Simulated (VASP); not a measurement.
A run of VASP 6.6.1 is set up as follows.

Contents of POSCAR:

```
HfO2
1.0
    3.4874037232      0.0000000000      0.0000000000
    0.0000000000      3.4874037232      0.0000000000
    0.0000000000      0.0000000000      5.4628076449
Hf O
2 4
Direct
    0.5000000000      0.5000000000      0.5000000000
    0.0000000000      0.0000000000      0.0000000000
    0.0000000000      0.5000000000      0.6961635355
    0.5000000000      0.0000000000      0.8038364645
    0.5000000000      0.0000000000      0.3038364645
    0.0000000000      0.5000000000      0.1961635355
```

File INCAR.step1:

```
SYSTEM = HfO2
ALGO = Normal
EDIFF = 1E-4
ENCUT = 520
GGA = PE
ISMEAR = 0
LASPH = .TRUE.
LCHARG = .FALSE.
LREAL = .FALSE.
LWAVE = .TRUE.
NBANDS = 31
NELM = 80
PREC = Accurate
SIGMA = 0.05
```

File INCAR.step2:

```
SYSTEM = HfO2
ALGO = Normal
EDIFF = 1E-7
ENCUT = 520
ISIF = 2
ISMEAR = 0
ISTART = 1
LASPH = .TRUE.
LCHARG = .FALSE.
LMIXTAU = .TRUE.
LREAL = .FALSE.
LWAVE = .FALSE.
METAGGA = R2SCAN
NBANDS = 31
NELM = 80
PREC = Accurate
SIGMA = 0.05
```

KPOINTS

```
k-points
0
G
  6 6 6
  0 0 0
```

Potentials or basis: VASP PAW PBE potentials, release 64 (Hf_pv, O).

Run with:

```sh
$ cat potpaw_PBE.64/Hf_pv/POTCAR potpaw_PBE.64/O/POTCAR > POTCAR
$ cp INCAR.step1 INCAR
$ mpirun -np 1 vasp_std > vasp.out
$ cp INCAR.step2 INCAR
$ mpirun -np 1 vasp_std > vasp.out
```

Question: What does it give for the pressure?

Answer: -1.2 GPa.

Question: What does it give for the largest force?

Answer: 0.430 eV/Å.

Question: What does it give for the band gap on the k mesh?

Answer: 5.06 eV (least direct gap 5.10 eV).

Forces on the atoms (eV/Å):
```
Hf   0.000  0.000  0.000
Hf   0.000  0.000  0.000
O    0.000  0.000 -0.430
O    0.000  0.000  0.430
O    0.000  0.000  0.430
O    0.000  0.000 -0.430
```

Caveat: the cell differs from its parent crystal (strain -0.025 along x and y, +0.050 along z); the stress differs along the axes, from -19 to 8 GPa; the PAW data sets were made with another functional, which shifts forces and pressure a little; spin-orbit coupling is left out, which moves the levels of the heavy elements. A k mesh can miss the band edges.
